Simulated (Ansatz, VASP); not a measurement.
One calculation of GaP, two programs

The input POSCAR:

```
GaP
1.0
    0.0000000000      2.6434925000      2.7252500000
    2.7252500000      0.0000000000      2.7252500000
    2.7252500000      2.6434925000      0.0000000000
Ga P
1 1
Direct
    0.0000000000      0.0000000000      0.0000000000
    0.7500000000      0.7500000000      0.7500000000
```

INCAR.step1

```
  PREC = Accurate
  ENCUT = 520
  ISMEAR = 0
  SIGMA = 0.05
  LREAL = F
  LASPH = T
  NELM = 60
  NBANDS = 16
  GGA = PE
  ALGO = Normal
  EDIFF = 1E-4
  LWAVE = T
  LCHARG = F
```

INCAR.step2

```
  PREC = Accurate
  ENCUT = 520
  EDIFF = 1E-6
  ISMEAR = 0
  SIGMA = 0.05
  LREAL = F
  LASPH = T
  NELM = 60
  ALGO = Normal
  ISIF = 2
  LWAVE = F
  LCHARG = T
  METAGGA = R2SCAN
  LMIXTAU = T
  LELF = T
  LVHAR = T
  NBANDS = 16
  ISTART = 1
```

File KPOINTS:

```
Automatic mesh
0
Gamma
  8 8 8
```

Input for Ansatz:

```yaml
crystal:
  lattice:
    - [0.0, 2.6434925, 2.72525]
    - [2.72525, 0.0, 2.72525]
    - [2.72525, 2.6434925, 0.0]
  atoms:
    - { symbol: Ga, position: [0.0, 0.0, 0.0] }
    - { symbol: P, position: [0.75, 0.75, 0.75] }
basis:
  ecutwfc: 500
kpoints:
  mp_grid: { grid: [8, 8, 8] }
hamiltonian:
  xc: r2scan
scf:
  occupations: { method: gaussian, width: 0.05 }
output:
  forces: true
  stress: true
  eigenvalues: true
```

Change from the starting cell: strain -0.0300 x Voigt [0, 1, 0, 0, 0, 0], atoms carried along.

Alike in both runs: task single point; functional r2SCAN; k mesh 8 × 8 × 8; occupations gaussian, width 0.05 eV; no spin polarisation.

```csv
,VASP,Ansatz
version,VASP 6.6.1,Ansatz 0.2.0
potentials or method,"VASP PAW PBE potentials, release 64 (Ga_d, P), cutoff 520 eV","scalar-relativistic, plane waves, PAW"
valence electrons in the cell,18,18
```

Ansatz gave:

```
gap on the k mesh at the Fermi level (eV)                     : 1.53
least direct gap on the mesh (eV)                             : 2.51
pressure (GPa)                                                : 2.9
traceless stress, the component that is largest in VASP (GPa) : 1.58
```

Task: Which values does VASP return?

Result: gap on the k mesh at the Fermi level (eV): 1.54; least direct gap on the mesh (eV): 2.49; pressure (GPa): 2.8; traceless stress, the component that is largest in VASP (GPa): 1.58.

VASP's potentials were made for PBE, not for r2SCAN.
